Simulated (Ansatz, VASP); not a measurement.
# One calculation of Sn, two programs

```
Sn
1.0
    -1.99577    1.99577    1.99577
     1.99577   -1.99577    1.99577
     1.99577    1.99577   -1.99577
Sn
1
Direct
  0.00000 0.00000 0.00000
```

Alike in both runs: task single point; functional BLYP; k mesh 13 × 13 × 13; occupations fermi-dirac, width 0.1 eV; no spin polarisation.

```csv
,VASP,Ansatz
version,VASP 6.6.1,Ansatz 0.2.0
potentials or method,"VASP PAW PBE potentials, release 64 (Sn_d), cutoff 520 eV","plane waves (420 eV) with PAW, scalar-relativistic"
valence electrons in the cell,14,14
```

Ansatz gave:

```
pressure (GPa) : -1.1
```

Problem. What did VASP give for the same quantities?

Solution. Pressure (GPa): -1.2.

VASP's potentials were made for PBE, not for BLYP.
